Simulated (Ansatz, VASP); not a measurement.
## HCl in VASP and in Ansatz

```
H Cl
1.0
     0.00000    2.73750    2.87438
     2.73750    0.00000    2.87438
     2.73750    2.73750    0.00000
H Cl
1 1
Direct
  0.00000 0.00000 0.00000
  0.50000 0.50000 0.50000
```

Change from the starting cell: strain +0.000 along x and y, +0.050 along z, atoms carried along.

Alike in both runs: task single point; functional PBEsol; k mesh 16 × 16 × 16; occupations gaussian, width 0.15 eV; no spin polarisation.

|  | VASP | Ansatz |
| --- | --- | --- |
| version | VASP 6.6.1 | Ansatz 0.2.0 |
| potentials or method | VASP PAW PBE potentials, release 64 (H, Cl), cutoff 520 eV | scalar-relativistic, plane waves, PAW |
| valence electrons in the cell | 8 | 8 |

```csv
,VASP,Ansatz,Ansatz less VASP
gap on the k mesh at the Fermi level (eV),none,none,-
pressure (GPa),-10.0,-9.9,+0.05
"traceless stress, the component that is largest in VASP (GPa)",2.20,2.20,-0.006
```

VASP's potentials were made for PBE, not for PBEsol. A gap of «none» marks a metal or a gap that the smearing closes. The functional is the same, so the differences come from potentials, cutoffs and numerics.
